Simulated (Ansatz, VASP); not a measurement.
This is a calculation of Ca for VASP 6.6.1.

The input INCAR:

```
SYSTEM = Ca
  PREC = Accurate
  ENCUT = 600
  EDIFF = 1E-6
  ISMEAR = -1
  SIGMA = 0.05
  LREAL = .False.
  LASPH = .True.
  NELM = 60
  ALGO = Fast
  ISIF = 3
  LWAVE = .False.
  LCHARG = .False.
  GGA = PE
  IVDW = 12
  IBRION = 2
  NSW = 60
  EDIFFG = -0.01
```

File KPOINTS:

```
regular mesh
0
Gamma
  8 8 8
  0 0 0
```

POSCAR

```
Ca
1.0
   -2.2400000000      2.2400000000      2.2400000000
    2.2400000000     -2.2400000000      2.2400000000
    2.2400000000      2.2400000000     -2.2400000000
Ca
1
Direct
    0.0000000000      0.0000000000      0.0000000000
```

Potentials or basis: VASP PAW PBE potentials, release 64 (Ca_sv).

Command:

```console
$ cat potpaw_PBE.64/Ca_sv/POTCAR > POTCAR
$ mpirun -np 1 vasp_std > vasp.out
```

Task: Translate it to Ansatz 0.2.0. Potentials there: Ansatz PAW.

Result: As run (the cutoff follows the program's own potentials):

File input.yaml:

```yaml
crystal:
  lattice:
    - [-2.24, 2.24, 2.24]
    - [2.24, -2.24, 2.24]
    - [2.24, 2.24, -2.24]
  atoms:
    - { symbol: Ca, position: [0.0, 0.0, 0.0] }
hamiltonian:
  xc: pbe
  pseudopotentials: { kind: paw }
  dispersion: d3bj
kpoints:
  mp_grid: { grid: [8, 8, 8] }
scf:
  occupations: { method: fermi_dirac, width: 0.05 }
output:
  forces: true
  stress: true
  eigenvalues: true
relax:
  f_tol: 0.01
  max_steps: 40
  cell: { stress_tol: 0.05 }
```

Potentials or basis: Ansatz PAW.

Command:

```bash
$ ansatz run input.yaml --threads 2 --pin off --max-ram 5632MiB --backend cpu --events-out ev --progress --plain --runs-dir out
```

Both were run:

|  | VASP | Ansatz | Ansatz less VASP |
| --- | --- | --- | --- |
| gap on the k mesh at the Fermi level, each at its own relaxed structure (eV) | none | none | - |
| relaxed volume (Å³/atom) | 40.05 | 39.97 | -0.078 |
| relaxed length of the cell vector where the two differ most in proportion (Å) | 3.733 | 3.731 | -0.0024 |

A gap of «none» marks a metal or a gap that the smearing closes.

Noted on Ansatz's run: the plane-wave basis is chosen anew once the cell has moved, so the energies of steps on either side of that aren't comparable.
